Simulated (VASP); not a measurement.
Write the native input for VASP 6.6.1 that does the following.

| Property | Result |
| --- | --- |
| Task | single point |
| Functional | PBE |
| Potentials or basis | VASP PAW PBE potentials, release 64 (Sc_sv, Al) |
| Cutoff | 520 eV |
| k mesh | 10 × 10 × 10 |
| Occupations | gaussian, width 0.1 eV |
| Spin | no spin polarisation |
| Dipole correction | no |
| Further INCAR settings | ALGO = Normal; EDIFF = 1e-06; NBANDS = 18 |

The structure of ScAl3 lies in POSCAR:

```
ScAl3
1.0
    4.1459800773      0.0000000000      0.0000000000
    0.0000000000      4.1459800773      0.0000000000
    0.0000000000      0.0000000000      4.1459800773
Sc Al
1 3
Direct
    0.0000000000      0.0000000000      0.0000000000
    0.5000000000      0.0000000000      0.5000000000
    0.0000000000      0.5000000000      0.5000000000
    0.5000000000      0.5000000000      0.0000000000
```

This cell differs from its parent crystal: volume scaled by 1.03.

The input as run:

INCAR

```
ALGO     = Normal         # electronic algorithm
EDIFF    = 1E-6           # SCF threshold, eV
ENCUT    = 520            # plane-wave cutoff, eV
GGA      = PE             # functional
ISIF     = 2              # what is computed and relaxed
ISMEAR   = 0              # smearing method
LASPH    = T              # aspherical terms in the spheres
LCHARG   = F              # write CHGCAR
LREAL    = F              # projectors in reciprocal space
LWAVE    = F              # write WAVECAR
NBANDS   = 18             # bands
NELM     = 100            # most SCF steps
PREC     = Accurate       # precision mode
SIGMA    = 0.1            # smearing width, eV
```

KPOINTS

```
k-points
0
Gamma
  10 10 10
```

Potentials or basis: VASP PAW PBE potentials, release 64 (Sc_sv, Al).

The run is started by

```sh
$ cat potpaw_PBE.64/Sc_sv/POTCAR potpaw_PBE.64/Al/POTCAR > POTCAR
$ mpirun -np 1 vasp_std > vasp.out
```

It gave:

```json
{"Pressure": "-2.4 GPa", "Band gap on the k mesh": "zero (band 10 reaches 7.68 eV, above the bottom of band 11 at 3.99 eV)"}
```

Run time: 74 s on 1 thread of AMD EPYC 7R43 64-Core Processor (Zen 3), with other jobs on the host, peak memory 0.17 GiB.
